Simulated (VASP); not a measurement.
# Y (P6_3/mmc) in VASP: further runs

Runs on Y. Level: BLYP. Tasks: single point.

Program: VASP 6.6.1. These are calculated values, not measurements. Logs are shortened: lines on timing, memory, paths and dates and some standing lists are left out, and cuts for length are marked.

## (1) The cell of the first run

Symmetry: P6_3/mmc, No. 194, hexagonal system. The conventional cell has a = 3.685 Å, b = 3.685 Å, c = 5.748 Å, α = 90.00°, β = 90.00°, γ = 120.00°. Y (site symmetry -6m2) has 12 Y at 3.58 to 3.69 Å within 4.7 Å.

## (2) Single point, BLYP

File INCAR:

```
PREC = Accurate
ENCUT = 520
EDIFF = 1E-6
ISMEAR = -1
SIGMA = 0.1
LREAL = F
LASPH = T
NELM = 100
ALGO = Normal
ISIF = 2
LWAVE = F
LCHARG = F
GGA = B5
ALDAX = 1.0
AGGAX = 1.0
AGGAC = 1.0
ALDAC = 0.0
NBANDS = 18
```

File KPOINTS:

```
Automatic mesh
0
Gamma
  10 10 6
```

File POSCAR:

```
Y
1.0
    3.6853107886      0.0000000000      0.0000000000
   -1.8426553943      3.1915727637      0.0000000000
    0.0000000000      0.0000000000      5.7481835552
Y
2
Direct
    0.3333333333      0.6666666667      0.2500000000
    0.6666666667      0.3333333333      0.7500000000
```

Potentials or basis: VASP PAW PBE potentials, release 64 (Y_sv).

The run is started by

```bash
$ cat potpaw_PBE.64/Y_sv/POTCAR > POTCAR
$ mpirun -np 1 vasp_std > vasp.out
```

OUTCAR:

```text
PREC = Accurate
   ENCUT = 520
   EDIFF = 1E-6
   ISMEAR = -1
   LREAL = F
   LASPH = T
   NELM = 100
   ISIF = 2
   GGA = B5

 ion  position               nearest neighbor table
   1  0.333  0.667  0.250-   2 3.58   2 3.58   2 3.58   2 3.58   2 3.58   2 3.58
   2  0.667  0.333  0.750-   1 3.58   1 3.58   1 3.58   1 3.58   1 3.58   1 3.58

  LATTYP: Found a hexagonal cell.
 ALAT       =     3.6853107886
 C/A-ratio  =     1.5597554412

  Lattice vectors:

 A1 = (   3.6853107886,   0.0000000000,   0.0000000000)
 A2 = (  -1.8426553943,   3.1915727637,   0.0000000000)
 A3 = (   0.0000000000,   0.0000000000,   5.7481835552)

Analysis of symmetry for initial positions (statically):
=====================================================================
 Subroutine PRICEL returns:
 Original cell was already a primitive cell.

 Routine SETGRP: Setting up the symmetry group for a
 hexagonal supercell.

 Subroutine GETGRP returns: Found 24 space group operations
 (whereof 12 operations were pure point group operations)
 out of a pool of 24 trial point group operations.

The static configuration has the point symmetry D_3d.
 The point group associated with its full space group is D_6h.

Analysis of symmetry for dynamics (positions and initial velocities):
=====================================================================
 Subroutine PRICEL returns:
 Original cell was already a primitive cell.

 Routine SETGRP: Setting up the symmetry group for a
 hexagonal supercell.

 Subroutine GETGRP returns: Found 24 space group operations
 (whereof 12 operations were pure point group operations)
 out of a pool of 24 trial point group operations.

The dynamic configuration has the point symmetry D_3d.
 The point group associated with its full space group is D_6h.

 Subroutine INISYM returns: Found 24 space group operations
 (whereof 12 operations are pure point group operations),
 and found     1 'primitive' translations

----------------------------------------------------------------------------------------

                                     Primitive cell

  volume of cell :      67.6098

  direct lattice vectors                    reciprocal lattice vectors
     3.685310789  0.000000000  0.000000000     0.271347535  0.156662573  0.000000000
    -1.842655394  3.191572764  0.000000000     0.000000000  0.313325145  0.000000000
     0.000000000  0.000000000  5.748183555     0.000000000  0.000000000  0.173968001

  length of vectors
     3.685310789  3.685310789  5.748183555     0.313325145  0.313325145  0.173968001

  position of ions in fractional coordinates (direct lattice)
     0.333333333  0.666666667  0.250000000
     0.666666667  0.333333333  0.750000000

  ion indices of the primitive-cell ions
   primitive index   ion index
                 1           1
                 2           2

----------------------------------------------------------------------------------------

 KPOINTS: Automatic mesh

Automatic generation of k-mesh.
 Grid dimensions read from file:
 generate k-points for:   10   10    6

 Generating k-lattice:

  Cartesian coordinates                     Fractional coordinates (reciprocal lattice)
     0.027134754  0.015666257  0.000000000     0.100000000 -0.000000000  0.000000000
     0.000000000  0.031332515  0.000000000     0.000000000  0.100000000  0.000000000
     0.000000000  0.000000000  0.028994667     0.000000000  0.000000000  0.166666667

  Length of vectors
     0.031332515  0.031332515  0.028994667

  Shift w.r.t. Gamma in fractional coordinates (k-lattice)
     0.000000000  0.000000000  0.000000000

 Subroutine IBZKPT returns following result:
 ===========================================

 Found     56 irreducible k-points:

 Following reciprocal coordinates:
            Coordinates               Weight
  0.000000  0.000000  0.000000      1.000000
  0.100000 -0.000000  0.000000      6.000000
  0.200000 -0.000000  0.000000      6.000000
  0.300000 -0.000000  0.000000      6.000000
  0.400000  0.000000  0.000000      6.000000
  0.500000  0.000000  0.000000      3.000000
[... 16 lines left out ...]
  0.300000  0.100000  0.166667     24.000000
  0.400000  0.100000  0.166667     24.000000
 [... further k-points ...]
   k-points           NKPTS =     56   k-points in BZ     NKDIM =     56   number of bands    NBANDS=     18
   number of dos      NEDOS =    301   number of ions     NIONS =      2
   total plane-waves  NPLWV =  37632
   dimension x,y,z NGX =    28 NGY =   28 NGZ =   48
   dimension x,y,z NGXF=    56 NGYF=   56 NGZF=   96
   ions per type =               2
   NGX,Y,Z   is equivalent  to a cutoff of  12.63, 12.63, 13.88 a.u.
   NGXF,Y,Z  is equivalent  to a cutoff of  25.26, 25.26, 27.76 a.u.
 SYSTEM =  unknown system
   PREC   = accura    normal or accurate (medium, high low for compatibility)
   ISTART =      0    job   : 0-new  1-cont  2-samecut
   ICHARG =      2    charge: 1-file 2-atom 10-const
   ISPIN  =      1    spin polarized calculation?
   LNONCOLLINEAR =      F non collinear calculations
   LSORBIT =      F    spin-orbit coupling
   LASPH  =      T    aspherical Exc in radial PAW
   ENCUT  =  520.0 eV  38.22 Ry    6.18 a.u.   6.85  6.85 10.69*2*pi/ulx,y,z
   NELM   =    100;   NELMIN=  2; NELMDL= -5     # of ELM steps
   EDIFF  = 0.1E-05   stopping-criterion for ELM
   LREAL  =      F    real-space projection
   EDIFFG = 0.1E-04   stopping-criterion for IOM
   NSW    =      0    number of steps for IOM
   IBRION =     -1    ionic relax: 0-MD 1-quasi-New 2-CG
   NFREE  =      0    steps in history (QN), initial steepest desc. (CG)
   ISIF   =      2    stress and relaxation
   ISYM   =      2    0-nonsym 1-usesym 2-fastsym
   POTIM  = 0.5000    time-step for ionic-motion
   TEBEG  =    0.0;   TEEND  =   0.0 temperature during run
   PSTRESS=    0.0 pullay stress
   NELECT =      22.0000    total number of electrons
   NUPDOWN=      -1.0000    fix difference up-down
   EMIN   =  10.00;   EMAX   =-10.00  energy-range for DOS
   EFERMI =   0.00;   METHOD = LEGACY
   ISMEAR =    -1;   SIGMA  =   0.10  broadening in eV -4-tet -1-fermi 0-gaus
   EFERMI_NEDOS =   21; number of points for ismear=-14 and -15
   IALGO  =     38    algorithm
   IMIX   =      4    mixing-type and parameters
     AMIX     =   0.40;   BMIX     =  1.00
     AMIX_MAG =   1.60;   BMIX_MAG =  1.00
  volume/ion in A,a.u.               =      33.80       228.13
  Fermi-wavevector in a.u.,A,eV,Ry     =   1.126019  2.127868 17.251096  1.267920
  Thomas-Fermi vector in A             =   2.262699
   LORBIT       =      0    0 simple, 1 ext, 2 COOP (PROOUT), +10 PAW based schemes
   GGA     = B5    functional components
   LHFCALC =     F    Hartree Fock is set to
   AEXX    =    0.0000 exact exchange contribution
   IVDW    =     0    specifies the selected vdW correction
   LEPSILON=     F    determine dielectric tensor
   LRPA    =     F    only Hartree local field effects (RPA)
 non-spin polarized calculation
  energy-cutoff  :      520.00
  volume of cell :       67.61
 maximum number of plane-waves:      1842
 NGX is ok and might be reduce to    28
   NGX = 13   NGY = 13   NGZ = 21

 number of electron      22.0000000 magnetization

 Free energy of the ion-electron system (eV)
  ---------------------------------------------------
  ext. energy  EPLUGINS =         0.00000000
  ---------------------------------------------------
  free energy    TOTEN  =       -10.97432068 eV

  energy without entropy =      -10.84986887  energy(sigma->0) =      -10.91209477

 E-fermi :   3.3380     XC(G=0):  -8.8035

 val. band max:        3.3289374720   @ k =   0.3000   0.1000   0.0000
 cond. band min:       3.3446915864   @ k =   0.4000   0.0000   0.0000
 fundamental gap:      0.0157541144
 Fermi energy:         3.3380067641

 k-point     1 :       0.0000    0.0000    0.0000
  band No.  band energies     occupation
      1     -39.4035      2.00000
      2     -39.3366      2.00000
      3     -19.7335      2.00000
      4     -19.3036      2.00000
      5     -19.3036      2.00000
      6     -19.2196      2.00000
[... 10 lines left out ...]
     17       5.9076      0.00000
     18       5.9076      0.00000

 k-point     2 :       0.1000   -0.0000    0.0000
  band No.  band energies     occupation
      1     -39.3992      2.00000
      2     -39.3352      2.00000
      3     -19.7175      2.00000
      4     -19.3350      2.00000
      5     -19.3145      2.00000
      6     -19.2526      2.00000
[... 10 lines left out ...]
     17       5.7103      0.00000
     18       5.7279      0.00000

 k-point     3 :       0.2000   -0.0000    0.0000
  band No.  band energies     occupation
      1     -39.3875      2.00000
      2     -39.3318      2.00000
      3     -19.6726      2.00000
      4     -19.4175      2.00000
      5     -19.3418      2.00000
      6     -19.3365      2.00000
[... 10 lines left out ...]
     17       6.0674      0.00000
     18       6.2138      0.00000

 k-point     4 :       0.3000   -0.0000    0.0000
  band No.  band energies     occupation
      1     -39.3719      2.00000
      2     -39.3287      2.00000
      3     -19.6081      2.00000
      4     -19.5202      2.00000
      5     -19.4355      2.00000
      6     -19.3739      2.00000
[... 375 lines left out ...]
      4     -19.4537      2.00000
      5     -19.4270      2.00000
      6     -19.3531      2.00000
[... 10 lines left out ...]
     17       6.4663      0.00000
     18       6.8522      0.00000

 k-point    23 :       0.3000    0.1000    0.1667
  band No.  band energies     occupation
      1     -39.3599      2.00000
      2     -39.3302      2.00000
      3     -19.6171      2.00000
      4     -19.5274      2.00000
      5     -19.4695      2.00000
      6     -19.3910      2.00000
[... 10 lines left out ...]
     17       7.3303      0.00000
     18       7.5110      0.00000

 k-point    24 :       0.4000    0.1000    0.1667
  band No.  band energies     occupation
      1     -39.3494      2.00000
      2     -39.3303      2.00000
      3     -19.6470      2.00000
      4     -19.5617      2.00000
      5     -19.4654      2.00000
      6     -19.4049      2.00000
[... 10 lines left out ...]
     17       7.8332      0.00000
     18       8.0544      0.00000

 [... further k-points ...]

------------------------ aborting loop because EDIFF is reached ----------------------------------------

  FORCE on cell =-STRESS in cart. coord.  units (eV):
  Direction    XX          YY          ZZ          XY          YZ          ZX
  --------------------------------------------------------------------------------------
  -------------------------------------------------------------------------------------
  Total       -0.0200687     -0.0200687     -0.0427652      0.0000000      0.0000000     -0.0000000
  in kB       -0.4755772     -0.4755772     -1.0134243      0.0000000      0.0000000     -0.0000000
  external PRESSURE =      -0.6548595 kB  Pullay stress =       0.0000000 kB

 VOLUME and BASIS-vectors are now :
 -----------------------------------------------------------------------------
  energy-cutoff  :      520.00
  volume of cell :       67.61
      direct lattice vectors                 reciprocal lattice vectors
     3.685310789  0.000000000  0.000000000     0.271347535  0.156662573  0.000000000
    -1.842655394  3.191572764  0.000000000     0.000000000  0.313325145  0.000000000
     0.000000000  0.000000000  5.748183555     0.000000000  0.000000000  0.173968001

 POSITION                                       TOTAL-FORCE (eV/Angst)
 -----------------------------------------------------------------------------------
     -0.00000      2.12772      1.43705        -0.000000      0.000000      0.000000
      1.84266      1.06386      4.31114         0.000000     -0.000000      0.000000
 -----------------------------------------------------------------------------------
    total drift:                               -0.000000      0.000000     -0.000000

  FREE ENERGIE OF THE ION-ELECTRON SYSTEM (eV)
  ---------------------------------------------------
  free  energy   TOTEN  =       -10.9743206788 eV

  energy  without entropy=      -10.8498688682  energy(sigma->0) =      -10.91209477
```

Run time: 46 s. Hardware: 1 thread of AMD EPYC 9R45 (Zen 5), shared host; peak memory 0.2 GiB.

Results:

```yaml
Free_energy: -10.9743 eV
Pressure: -0.1 GPa
Band_gap_on_the_k_mesh: zero (bands 11 and 12 overlap by 1.40 eV)
```

Caveat: the PAW data sets were made with another functional, which shifts forces and pressure a little.

(Part 1 of 2 ends here.)
